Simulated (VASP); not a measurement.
Input of a VASP 6.6.1 run:

File POSCAR:

```
CuNiCO
1.0
    3.4018710700      0.0000000000      0.0000000000
    0.0000000000      3.4018710700      0.0000000000
    0.0000000000      0.0000000000      7.6949096800
Cu C Ni O
2 2 2 2
Direct
    0.7500000000      0.2500000000      0.5000000000
    0.2500000000      0.7500000000      0.5000000000
    0.2500000000      0.2500000000      0.3442000000
    0.7500000000      0.7500000000      0.6558000000
    0.2500000000      0.7500000000      0.0000000000
    0.7500000000      0.2500000000      0.0000000000
    0.2500000000      0.2500000000      0.9256000000
    0.7500000000      0.7500000000      0.0744000000
```

File INCAR.step1:

```
ALGO     = Normal         # electronic algorithm
EDIFF    = 1E-4           # SCF threshold, eV
ENCUT    = 520            # plane-wave cutoff, eV
GGA      = PE             # functional
ISMEAR   = -1             # smearing method
LASPH    = True           # aspherical terms in the spheres
LCHARG   = False          # write CHGCAR
LREAL    = False          # projectors in reciprocal space
LWAVE    = True           # write WAVECAR
NBANDS   = 41             # bands
NELM     = 60             # most SCF steps
PREC     = Accurate       # precision mode
SIGMA    = 0.1            # smearing width, eV
```

File INCAR.step2:

```
ALGO     = Normal         # electronic algorithm
EDIFF    = 1E-6           # SCF threshold, eV
ENCUT    = 520            # plane-wave cutoff, eV
ISIF     = 2              # what is computed and relaxed
ISMEAR   = -1             # smearing method
ISTART   = 1            
LASPH    = True           # aspherical terms in the spheres
LCHARG   = False          # write CHGCAR
LMIXTAU  = True         
LREAL    = False          # projectors in reciprocal space
LWAVE    = False          # write WAVECAR
METAGGA  = R2SCAN         # meta-GGA
NBANDS   = 41             # bands
NELM     = 60             # most SCF steps
PREC     = Accurate       # precision mode
SIGMA    = 0.1            # smearing width, eV
```

The input KPOINTS:

```
k-points
0
Gamma
  10 10 5
```

Potentials or basis: VASP PAW PBE potentials, release 64 (Cu, C, Ni, O).

Command:

```sh
$ cat potpaw_PBE.64/Cu/POTCAR potpaw_PBE.64/C/POTCAR potpaw_PBE.64/Ni/POTCAR potpaw_PBE.64/O/POTCAR > POTCAR
$ cp INCAR.step1 INCAR
$ mpirun -np 1 vasp_std > vasp.out
$ cp INCAR.step2 INCAR
$ mpirun -np 1 vasp_std > vasp.out
```

Task: Predict the largest force.

Result: 2.481 eV/Å.

Task: Estimate the pressure.

Result: 14.7 GPa.

Task: What does it give for the band gap on the k mesh?

Result: Zero (bands 31 and 32 overlap by 1.70 eV).

Forces in eV/Å, atoms in the order of the input:
```
Cu   0.000  0.000  0.000
Cu   0.000  0.000  0.000
C    0.000  0.000  2.481
C    0.000  0.000 -2.481
Ni   0.000  0.000  0.000
Ni   0.000  0.000  0.000
O    0.000  0.000 -0.561
O    0.000  0.000  0.561
```

Caveat: the stress differs along the axes, from -12 to 28 GPa; the PAW data sets were made with another functional, which shifts forces and pressure a little; the run has no spin polarisation, though such a crystal can be magnetic. With open d or f shells a metallic result of r2SCAN can be an artefact of self-interaction; +U or a hybrid may open a gap.
